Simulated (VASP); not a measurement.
# VO2 (Pnnm) in VASP: notebook, part 2 of 2

VASP 6.6.1.

### Step 3. Single point, PBE+U, collinear spin (9.93 Å³/atom)

This run uses another cell than the first one, of 9.93 Å³/atom.

INCAR reads:

```
SYSTEM = VO2
PREC     = Accurate       ! precision mode
ENCUT    = 600            ! plane-wave cutoff, eV
EDIFF    = 1E-6           ! SCF threshold, eV
ISMEAR   = 0              ! smearing method
SIGMA    = 0.05           ! smearing width, eV
LREAL    = .FALSE.        ! projectors in reciprocal space
LASPH    = .TRUE.         ! aspherical terms in the spheres
NELM     = 200            ! most SCF steps
ALGO     = Normal         ! electronic algorithm
ISIF     = 2              ! what is computed and relaxed
LWAVE    = .FALSE.        ! write WAVECAR
LCHARG   = .FALSE.        ! write CHGCAR
ISPIN    = 2              ! spin polarisation
MAGMOM   = 0.93 0.93 -0.06 -0.06 -0.06 -0.06 ! initial moments
LORBIT   = 11             ! projections on sites
LMAXMIX  = 4              ! l up to which the mixer works
LDAU     = .TRUE.         ! DFT+U
LDAUTYPE = 2            
LDAUL    = 2 -1           ! shell
LDAUU    = 3.25 0         ! U, eV
LDAUJ    = 0 0          
LDAUPRINT= 1            
GGA      = PE             ! functional
NBANDS   = 38             ! bands
GGA_COMPAT= .FALSE.
```

KPOINTS reads:

```
Automatic mesh
0
G
  6 6 6
  0 0 0
```

POSCAR reads:

```
VO2
1.0
    4.4486888894      0.0000000000      0.0000000000
    0.0000000000      4.4499900627     -0.0000000028
    0.0000000000      0.0000000019      3.0085822035
V O
2 4
Direct
    0.0000000000      0.0000000000      0.0000000000
    0.5000000000      0.5000000000      0.5000000000
    0.2987089927      0.2991509072      0.0000000000
    0.2012910073      0.7991509072      0.5000000000
    0.7012910073      0.7008490928      0.0000000000
    0.7987089927      0.2008490928      0.5000000000
```

Potentials or basis: VASP PAW PBE potentials, release 64 (V_sv, O).

Launch:

```bash
cat potpaw_PBE.64/V_sv/POTCAR potpaw_PBE.64/O/POTCAR > POTCAR
mpirun -np 1 vasp_std > vasp.out
```

OUTCAR:

```text
SYSTEM = VO2
   PREC = Accurate
   ENCUT = 600
   EDIFF = 1E-6
   ISMEAR = 0
   LREAL = .FALSE.
   LASPH = .TRUE.
   NELM = 200
   ISIF = 2
   ISPIN = 2
   LORBIT = 11
   GGA = PE

 ion  position               nearest neighbor table
   1  0.000  0.000  0.000-   3 1.88   5 1.88   4 1.97   6 1.97   4 1.97   6 1.97
   2  0.500  0.500  0.500-   4 1.88   6 1.88   3 1.97   5 1.97   3 1.97   5 1.97
   3  0.299  0.299  0.000-   1 1.88   2 1.97   2 1.97
   4  0.201  0.799  0.500-   2 1.88   1 1.97   1 1.97
   5  0.701  0.701  0.000-   1 1.88   2 1.97   2 1.97
   6  0.799  0.201  0.500-   2 1.88   1 1.97   1 1.97

  LATTYP: Found a simple orthorhombic cell.
 ALAT       =     3.0085822035
 B/A-ratio  =     1.4786662250
 C/A-ratio  =     1.4790987122

  Lattice vectors:

 A1 = (   0.0000000000,   0.0000000019,   3.0085822035)
 A2 = (   4.4486888894,   0.0000000000,   0.0000000000)
 A3 = (   0.0000000000,   4.4499900627,  -0.0000000028)

Analysis of symmetry for initial positions (statically):
=====================================================================
 Subroutine PRICEL returns:
 Original cell was already a primitive cell.

 Routine SETGRP: Setting up the symmetry group for a
 simple orthorhombic supercell.

 Subroutine GETGRP returns: Found  8 space group operations
 (whereof  4 operations were pure point group operations)
 out of a pool of  8 trial point group operations.

The static configuration has the point symmetry C_2h.
 The point group associated with its full space group is D_2h.

Analysis of symmetry for dynamics (positions and initial velocities):
=====================================================================
 Subroutine PRICEL returns:
 Original cell was already a primitive cell.

 Routine SETGRP: Setting up the symmetry group for a
 simple orthorhombic supercell.

 Subroutine GETGRP returns: Found  8 space group operations
 (whereof  4 operations were pure point group operations)
 out of a pool of  8 trial point group operations.

The dynamic configuration has the point symmetry C_2h.
 The point group associated with its full space group is D_2h.

Analysis of structural, dynamic, and magnetic symmetry:
=====================================================================
 Subroutine PRICEL returns:
 Original cell was already a primitive cell.

 Routine SETGRP: Setting up the symmetry group for a
 simple orthorhombic supercell.

 Subroutine GETGRP returns: Found  8 space group operations
 (whereof  4 operations were pure point group operations)
 out of a pool of  8 trial point group operations.

The overall configuration has the point symmetry C_2h.
 The point group associated with its full space group is D_2h.

 Subroutine INISYM returns: Found  8 space group operations
 (whereof  4 operations are pure point group operations),
 and found     1 'primitive' translations

[... 183 lines left out ...]

  0.5448 -0.0000 -0.2477 -0.0000  0.0006
 -0.0000  0.2174  0.0000  0.0714 -0.0000
 -0.2477  0.0000  0.7677  0.0000 -0.0003
 -0.0000  0.0714  0.0000  0.2176 -0.0000
  0.0006 -0.0000 -0.0003 -0.0000  0.1729

spin component  2

  0.2361  0.0000  0.1185 -0.0000  0.0002
  0.0000  0.1905 -0.0000  0.0781 -0.0000
  0.1185 -0.0000  0.1349 -0.0000  0.0001
 -0.0000  0.0781 -0.0000  0.1908 -0.0000
  0.0002 -0.0000  0.0001 -0.0000  0.1294

 occupancies and eigenvectors

  o =  0.0567  v =  0.0000  0.0000  0.0000  0.0000  0.0000 -0.5510  0.0000  0.8345  0.0000 -0.0003      0.0000  0.0000  0.0000  0.0000  0.0000  0.0000  0.0000  0.0000  0.0000  0.0000
  o =  0.1126  v =  0.0000  0.0000  0.0000  0.0000  0.0000  0.0000 -0.7077  0.0000  0.7065  0.0000      0.0000  0.0000  0.0000  0.0000  0.0000  0.0000  0.0000  0.0000  0.0000  0.0000
  o =  0.1294  v =  0.0000  0.0000  0.0000  0.0000  0.0000 -0.0012  0.0000 -0.0004  0.0000  1.0000      0.0000  0.0000  0.0000  0.0000  0.0000  0.0000  0.0000  0.0000  0.0000  0.0000
  o =  0.1461  v = -0.0000  0.7076 -0.0000 -0.7066 -0.0000  0.0000  0.0000  0.0000  0.0000  0.0000      0.0000  0.0000  0.0000  0.0000  0.0000  0.0000  0.0000  0.0000  0.0000  0.0000
  o =  0.1729  v =  0.0015 -0.0000  0.0001 -0.0000 -1.0000  0.0000  0.0000  0.0000  0.0000  0.0000      0.0000  0.0000  0.0000  0.0000  0.0000  0.0000  0.0000  0.0000  0.0000  0.0000
  o =  0.2687  v =  0.0000  0.0000  0.0000  0.0000  0.0000 -0.0000 -0.7065  0.0000 -0.7077  0.0000      0.0000  0.0000  0.0000  0.0000  0.0000  0.0000  0.0000  0.0000  0.0000  0.0000
  o =  0.2889  v = -0.0000 -0.7066  0.0000 -0.7076  0.0000  0.0000  0.0000  0.0000  0.0000  0.0000      0.0000  0.0000  0.0000  0.0000  0.0000  0.0000  0.0000  0.0000  0.0000  0.0000
  o =  0.3143  v =  0.0000  0.0000  0.0000  0.0000  0.0000 -0.8345 -0.0000 -0.5510  0.0000 -0.0012      0.0000  0.0000  0.0000  0.0000  0.0000  0.0000  0.0000  0.0000  0.0000  0.0000
  o =  0.3847  v =  0.8397  0.0000  0.5430 -0.0000  0.0013  0.0000  0.0000  0.0000  0.0000  0.0000      0.0000  0.0000  0.0000  0.0000  0.0000  0.0000  0.0000  0.0000  0.0000  0.0000
  o =  0.9278  v = -0.5430  0.0000  0.8397  0.0000 -0.0008  0.0000  0.0000  0.0000  0.0000  0.0000      0.0000  0.0000  0.0000  0.0000  0.0000  0.0000  0.0000  0.0000  0.0000  0.0000

 number of electron      50.0000009 magnetization       2.0002483

 Free energy of the ion-electron system (eV)
  ---------------------------------------------------
  ext. energy  EPLUGINS =         0.00000000
  ---------------------------------------------------
  free energy    TOTEN  =       -46.53592461 eV

  energy without entropy =      -46.53592461  energy(sigma->0) =      -46.53592461

 E-fermi :   5.6271     XC(G=0): -11.7417

 val. band max:        5.2179291141   @ k =   0.0000   0.0000   0.0000
 cond. band min:       6.2644667496   @ k =   0.0000   0.5000   0.5000
 fundamental gap:      1.0465376355
 Fermi energy:         5.6271160239

 spin component 1

 k-point     1 :       0.0000    0.0000    0.0000
  band No.  band energies     occupation
      1     -60.2757      1.00000
      2     -60.2657      1.00000
      3     -34.2974      1.00000
      4     -34.2973      1.00000
      5     -33.9268      1.00000
      6     -33.9030      1.00000
[... 1913 lines left out ...]
     36      16.3873      0.00000
     37      19.3301      0.00000

 [... further k-points ...]

 [bands above 37 left out]

------------------------ aborting loop because EDIFF is reached ----------------------------------------

  FORCE on cell =-STRESS in cart. coord.  units (eV):
  Direction    XX          YY          ZZ          XY          YZ          ZX
  --------------------------------------------------------------------------------------
  -------------------------------------------------------------------------------------
  Total        3.2039135      3.2032215      3.1144789      0.0000000     -0.0000000      0.0000000
  in kB       86.1863328     86.1677194     83.7805125      0.0000000     -0.0000000      0.0000000
  external PRESSURE =      85.3781882 kB  Pullay stress =       0.0000000 kB

 VOLUME and BASIS-vectors are now :
 -----------------------------------------------------------------------------
  energy-cutoff  :      600.00
  volume of cell :       59.56
      direct lattice vectors                 reciprocal lattice vectors
     4.448688889  0.000000000  0.000000000     0.224785330  0.000000000  0.000000000
     0.000000000  4.449990063 -0.000000003     0.000000000  0.224719603 -0.000000000
     0.000000000  0.000000002  3.008582204     0.000000000  0.000000000  0.332382475

 POSITION                                       TOTAL-FORCE (eV/Angst)
 -----------------------------------------------------------------------------------
      0.00000      0.00000      0.00000         0.000000      0.000000     -0.000000
      2.22434      2.22500      1.50429         0.000000      0.000000     -0.000000
      1.32886      1.33122     -0.00000         0.037505      0.035930     -0.000000
      0.89548      3.55621      1.50429        -0.037505      0.035930     -0.000000
      3.11983      3.11877     -0.00000        -0.037505     -0.035930      0.000000
      3.55321      0.89378      1.50429         0.037505     -0.035930      0.000000
 -----------------------------------------------------------------------------------
    total drift:                                0.000000      0.000000      0.000000

  FREE ENERGIE OF THE ION-ELECTRON SYSTEM (eV)
  ---------------------------------------------------
  free  energy   TOTEN  =       -46.5359246090 eV

  energy  without entropy=      -46.5359246090  energy(sigma->0) =      -46.53592461

 total charge

# of ion       s       p       d       tot
------------------------------------------
    1        2.289   6.341   2.769  11.399
    2        2.289   6.341   2.769  11.399
    3        1.567   3.508   0.000   5.075
    4        1.567   3.508   0.000   5.075
    5        1.567   3.508   0.000   5.075
    6        1.567   3.508   0.000   5.075
--------------------------------------------------
tot         10.847  26.712   5.539  43.097

 magnetization (x)

# of ion       s       p       d       tot
------------------------------------------
    1        0.014   0.013   1.036   1.064
    2        0.014   0.013   1.036   1.064
    3       -0.002  -0.044   0.000  -0.045
    4       -0.002  -0.044   0.000  -0.045
    5       -0.002  -0.044   0.000  -0.045
    6       -0.002  -0.044   0.000  -0.045
--------------------------------------------------
tot          0.022  -0.148   2.072   1.946
```

Wall time 4 min (1 thread of Oxide Virtual Turin-like, shared host); peak memory 0.33 GiB.

Results:

| Quantity | Value |
| --- | --- |
| Free energy | -46.5359 eV |
| Pressure | 8.5 GPa |
| Largest force | 0.052 eV/Å |
| Band gap on the k mesh | 1.05 eV (least direct gap 1.30 eV) |
| Net moment | 2.00 μB per cell |
| Site moments | V +1.06; O -0.04 μB |
| Valence electrons inside the program's atomic spheres | V 11.40; O 5.08 |

Forces in eV/Å, atoms in the order of the input:
```
V    0.000  0.000  0.000
V    0.000  0.000  0.000
O    0.038  0.036  0.000
O   -0.038  0.036  0.000
O   -0.038 -0.036  0.000
O    0.038 -0.036  0.000
```

Stress tensor (GPa, compression positive):
```
8.62 0.00 0.00
0.00 8.62 0.00
0.00 0.00 8.38
```

Eigenvalues of the final occupation matrices:
```tsv
site	spin	trace	eigenvalues
site 1 d	1	1.92	0.15 0.17 0.29 0.38 0.93
site 1 d	2	0.88	0.06 0.11 0.13 0.27 0.31
site 2 d	1	1.92	0.15 0.17 0.29 0.38 0.93
site 2 d	2	0.88	0.06 0.11 0.13 0.27 0.31
```

Caveat: the cell stands under pressure. A k mesh can miss the band edges.
